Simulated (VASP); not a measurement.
# AlN (pbe) (F-43m) in VASP: further runs

Runs on AlN (pbe). Level: PBE. Tasks: single point.

Everything below comes from runs of VASP 6.6.1. Logs are shortened: lines on timing, memory, paths and dates and some standing lists are left out, and cuts for length are marked.

## (1) The cell of the first run

It takes space group F-43m (No. 216, cubic). The conventional cell has a = 4.368 Å, b = 4.368 Å, c = 4.368 Å, α = 90.00°, β = 90.00°, γ = 90.00°. Al (site symmetry -43m) has 4 N at 1.89 Å within 2.5 Å. Within 2.5 Å of N (site symmetry -43m) lie 4 Al at 1.89 Å.

## (2) Single point, PBE

Input file INCAR:

```
  PREC = Accurate
  ENCUT = 600
  EDIFF = 1E-6
  ISMEAR = 0
  SIGMA = 0.1
  LREAL = False
  LASPH = True
  NELM = 120
  ALGO = Normal
  ISIF = 2
  LWAVE = False
  LCHARG = False
  GGA = PE
  NBANDS = 11
  GGA_COMPAT = False
```

Input file KPOINTS:

```
Automatic mesh
0
Gamma
  8 8 8
```

Input file POSCAR:

```
AlN
1.0
    0.0000000000      2.1839935600      2.1839935600
    2.1839935600      0.0000000000      2.1839935600
    2.1839935600      2.1839935600      0.0000000000
Al N
1 1
Direct
    0.0000000000      0.0000000000      0.0000000000
    0.2500000000      0.2500000000      0.2500000000
```

Potentials or basis: VASP PAW PBE potentials, release 64 (Al, N).

Command:

```console
cat potpaw_PBE.64/Al/POTCAR potpaw_PBE.64/N/POTCAR > POTCAR
mpirun -np 1 vasp_std > vasp.out
```

OUTCAR:

```text
PREC = Accurate
   ENCUT = 600
   EDIFF = 1E-6
   ISMEAR = 0
   LREAL = False
   LASPH = True
   NELM = 120
   ISIF = 2
   GGA = PE

 ion  position               nearest neighbor table
   1  0.000  0.000  0.000-   2 1.89   2 1.89   2 1.89   2 1.89
   2  0.250  0.250  0.250-   1 1.89   1 1.89   1 1.89   1 1.89

  LATTYP: Found a face centered cubic cell.
 ALAT       =     4.3679871200

  Lattice vectors:

 A1 = (   0.0000000000,   2.1839935600,   2.1839935600)
 A2 = (   2.1839935600,   0.0000000000,   2.1839935600)
 A3 = (   2.1839935600,   2.1839935600,   0.0000000000)

Analysis of symmetry for initial positions (statically):
=====================================================================
 Subroutine PRICEL returns:
 Original cell was already a primitive cell.

 Routine SETGRP: Setting up the symmetry group for a
 face centered cubic supercell.

 Subroutine GETGRP returns: Found 24 space group operations
 (whereof 24 operations were pure point group operations)
 out of a pool of 48 trial point group operations.

The static configuration has the point symmetry T_d .

Analysis of symmetry for dynamics (positions and initial velocities):
=====================================================================
 Subroutine PRICEL returns:
 Original cell was already a primitive cell.

 Routine SETGRP: Setting up the symmetry group for a
 face centered cubic supercell.

 Subroutine GETGRP returns: Found 24 space group operations
 (whereof 24 operations were pure point group operations)
 out of a pool of 48 trial point group operations.

The dynamic configuration has the point symmetry T_d .

 Subroutine INISYM returns: Found 24 space group operations
 (whereof 24 operations are pure point group operations),
 and found     1 'primitive' translations

----------------------------------------------------------------------------------------

                                     Primitive cell

  volume of cell :      20.8345

  direct lattice vectors                    reciprocal lattice vectors
     0.000000000  2.183993560  2.183993560    -0.228938404  0.228938404  0.228938404
     2.183993560  0.000000000  2.183993560     0.228938404 -0.228938404  0.228938404
     2.183993560  2.183993560  0.000000000     0.228938404  0.228938404 -0.228938404

  length of vectors
     3.088633313  3.088633313  3.088633313     0.396532948  0.396532948  0.396532948

  position of ions in fractional coordinates (direct lattice)
[... 82 lines left out ...]
   NSW    =      0    number of steps for IOM
   IBRION =     -1    ionic relax: 0-MD 1-quasi-New 2-CG
   NFREE  =      0    steps in history (QN), initial steepest desc. (CG)
   ISIF   =      2    stress and relaxation
   ISYM   =      2    0-nonsym 1-usesym 2-fastsym
   POTIM  = 0.5000    time-step for ionic-motion
   TEBEG  =    0.0;   TEEND  =   0.0 temperature during run
   PSTRESS=    0.0 pullay stress
   NELECT =       8.0000    total number of electrons
   NUPDOWN=      -1.0000    fix difference up-down
   EMIN   =  10.00;   EMAX   =-10.00  energy-range for DOS
   EFERMI =   0.00;   METHOD = LEGACY
   ISMEAR =     0;   SIGMA  =   0.10  broadening in eV -4-tet -1-fermi 0-gaus
   EFERMI_NEDOS =   21; number of points for ismear=-14 and -15
   IALGO  =     38    algorithm
   IMIX   =      4    mixing-type and parameters
     AMIX     =   0.40;   BMIX     =  1.00
     AMIX_MAG =   1.60;   BMIX_MAG =  1.00
  volume/ion in A,a.u.               =      10.42        70.30
  Fermi-wavevector in a.u.,A,eV,Ry     =   1.189899  2.248583 19.263943  1.415860
  Thomas-Fermi vector in A             =   2.325996
   LORBIT       =      0    0 simple, 1 ext, 2 COOP (PROOUT), +10 PAW based schemes
   GGA     = PE    functional components
   LHFCALC =     F    Hartree Fock is set to
   AEXX    =    0.0000 exact exchange contribution
   IVDW    =     0    specifies the selected vdW correction
   LEPSILON=     F    determine dielectric tensor
   LRPA    =     F    only Hartree local field effects (RPA)
 non-spin polarized calculation
 Gauss-broadening in eV      SIGMA  =   0.10
  energy-cutoff  :      600.00
  volume of cell :       20.83
 maximum number of plane-waves:       725
 NGX is ok and might be reduce to    28
   NGX = 13   NGY = 13   NGZ = 13

 number of electron       7.9999999 magnetization

 Free energy of the ion-electron system (eV)
  ---------------------------------------------------
  ext. energy  EPLUGINS =         0.00000000
  ---------------------------------------------------
  free energy    TOTEN  =       -14.84183933 eV

  energy without entropy =      -14.84183933  energy(sigma->0) =      -14.84183933

 E-fermi :   6.4536     XC(G=0): -10.9338

 val. band max:        5.9699266541   @ k =   0.0000   0.0000   0.0000
 cond. band min:       9.2878024760   @ k =   0.5000   0.5000   0.0000
 fundamental gap:      3.3178758219
 Fermi energy:         6.4536373883

 k-point     1 :       0.0000    0.0000    0.0000
  band No.  band energies     occupation
      1      -9.0115      2.00000
      2       5.9699      2.00000
      3       5.9699      2.00000
      4       5.9699      2.00000
      5      10.1660      0.00000
      6      18.5302      0.00000
      7      18.5302      0.00000
      8      18.5302      0.00000
      9      23.6585      0.00000
     10      23.6585      0.00000
     11      25.0603      0.00000
[... 309 lines left out ...]
 k-point    24 :      -0.3750    0.2500    0.1250
  band No.  band energies     occupation
      1      -6.6435      2.00000
      2       0.8299      2.00000
      3       3.7473      2.00000
      4       4.8536      2.00000
      5      13.0720      0.00000
      6      15.2249      0.00000
      7      18.1416      0.00000
      8      18.6560      0.00000
      9      23.1492      0.00000
     10      24.7435      0.00000
     11      28.0121      0.00000

 [... further k-points ...]
[... 5 lines left out ...]
  --------------------------------------------------------------------------------------
  -------------------------------------------------------------------------------------
  Total        0.5799050      0.5799050      0.5799050     -0.0000000      0.0000000     -0.0000000
  in kB       44.5947129     44.5947129     44.5947129     -0.0000000      0.0000000     -0.0000000
  external PRESSURE =      44.5947129 kB  Pullay stress =       0.0000000 kB

 VOLUME and BASIS-vectors are now :
 -----------------------------------------------------------------------------
  energy-cutoff  :      600.00
  volume of cell :       20.83
      direct lattice vectors                 reciprocal lattice vectors
     0.000000000  2.183993560  2.183993560    -0.228938404  0.228938404  0.228938404
     2.183993560  0.000000000  2.183993560     0.228938404 -0.228938404  0.228938404
     2.183993560  2.183993560  0.000000000     0.228938404  0.228938404 -0.228938404

 POSITION                                       TOTAL-FORCE (eV/Angst)
 -----------------------------------------------------------------------------------
      0.00000      0.00000      0.00000        -0.000000     -0.000000     -0.000000
      1.09200      1.09200      1.09200         0.000000      0.000000      0.000000
 -----------------------------------------------------------------------------------
    total drift:                                0.000000      0.000000      0.000000

  FREE ENERGIE OF THE ION-ELECTRON SYSTEM (eV)
  ---------------------------------------------------
  free  energy   TOTEN  =       -14.8418393250 eV

  energy  without entropy=      -14.8418393250  energy(sigma->0) =      -14.84183933
```

Run time: 7.2 s. Hardware: 1 thread of AMD EPYC 9R45 (Zen 5), shared host; peak memory 0.12 GiB.

Results:

```yaml
Free_energy: -14.8418 eV
Pressure: 4.5 GPa
Band_gap_on_the_k_mesh: 3.32 eV, indirect (least direct gap 4.20 eV)
```

Levels at points of the mesh, in eV from the valence-band top:
```tsv
k point	band 2	band 3	band 4	band 5	band 6	band 7
(0.00, 0.00, 0.00)	0.00	0.00	0.00	4.20	12.56	12.56
(0.50, 0.00, 0.00)	-5.85	-0.48	-0.48	7.38	9.87	11.15
(0.50, 0.50, 0.00)	-4.90	-1.77	-1.77	3.32	8.61	13.96
```

## (3) Single point, PBE

This run uses another cell than the first one, of 10.67 Å³/atom, 1.024 times its volume.

Input file INCAR:

```
SYSTEM = AlN
ALGO = Normal
EDIFF = 1E-6
ENCUT = 600
GGA = PE
GGA_COMPAT = .FALSE.
ISIF = 2
ISMEAR = 0
LASPH = .TRUE.
LCHARG = .FALSE.
LREAL = .FALSE.
LWAVE = .FALSE.
NBANDS = 11
NELM = 120
PREC = Accurate
SIGMA = 0.02
```

Input file KPOINTS:

```
k-points
0
G
  10 10 10
  0 0 0
```

Input file POSCAR:

```
AlN
1.0
    0.0000000000      2.2012582150      2.2012582150
    2.2012582150      0.0000000000      2.2012582150
    2.2012582150      2.2012582150      0.0000000000
Al N
1 1
Direct
    0.0000000000      0.0000000000      0.0000000000
    0.2500000000      0.2500000000      0.2500000000
```

Potentials or basis: VASP PAW PBE potentials, release 64 (Al, N).

Command:

```console
cat potpaw_PBE.64/Al/POTCAR potpaw_PBE.64/N/POTCAR > POTCAR
mpirun -np 1 vasp_std > vasp.out
```

Run time: 11 s. Hardware: 1 thread of AMD EPYC 9R45 (Zen 5), shared host; peak memory 0.12 GiB.

The run converged. Its results:

```
Free energy            : -14.8489 eV
Pressure               : -0.3 GPa
Band gap on the k mesh : 3.31 eV, indirect (least direct gap 3.99 eV)
```

Levels at points of the mesh, in eV from the valence-band top:
```
           k point  band 1  band 2  band 3  band 4  band 5  band 6  band 7  band 8
(0.00, 0.00, 0.00)  -14.85    0.00    0.00    0.00    3.99   12.33   12.33   12.33
(0.50, 0.00, 0.00)  -12.87   -5.76   -0.48   -0.48    7.17    9.70   11.00   11.00
(0.50, 0.50, 0.00)  -12.25   -4.83   -1.75   -1.75    3.31    8.47   13.64   15.44
```

A k mesh can miss the band edges. Expect the measured gap to be larger: semilocal functionals such as PBE lack the derivative discontinuity.
